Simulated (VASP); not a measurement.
Crystal: TePb.

```
Pb Te
1.0
     0.00000    3.23100    3.23100
     3.23100    0.00000    3.23100
     3.23100    3.23100    0.00000
Pb Te
1 1
Direct
  0.00000 0.00000 0.00000
  0.50000 0.50000 0.50000
```

* Program: VASP 6.6.1
* Task: relaxation of cell and atoms
* Functional: LDA
* Potentials or basis: VASP PAW LDA potentials, release 64 (Pb_d, Te)
* Cutoff: 600 eV
* k mesh: 7 × 7 × 7
* Occupations: gaussian, width 0.01 eV
* Spin: no spin polarisation

At the start: pressure -1.6 GPa; volume 33.73 Å³/atom.

Q: How do energy, volume and symmetry change on relaxing?

A: Over 3 steps the energy falls by 6.4 meV/atom and the volume is 32.52 Å³/atom (-3.6 %); space group Fm-3m (No. 225, to 0.05 Å).

The path:
| step | energy change (eV) | largest force (eV/Å) | pressure (GPa) | volume (Å³) |
| --- | --- | --- | --- | --- |
| 1 | 0.0000 | 0.0000 | -1.65 | 67.46 |
| 2 | -0.0108 | 0.0000 | 0.72 | 64.13 |
| 3 | -0.0128 | 0.0000 | -0.01 | 65.05 |

Final structure:
```xyz
2
Lattice="0.0000 3.1920 3.1920 3.1920 0.0000 3.1920 3.1920 3.1920 0.0000" Properties=species:S:1:pos:R:3 pbc="T T T"
Pb    0.0000    0.0000    0.0000
Te    3.1920    3.1920    3.1920
```
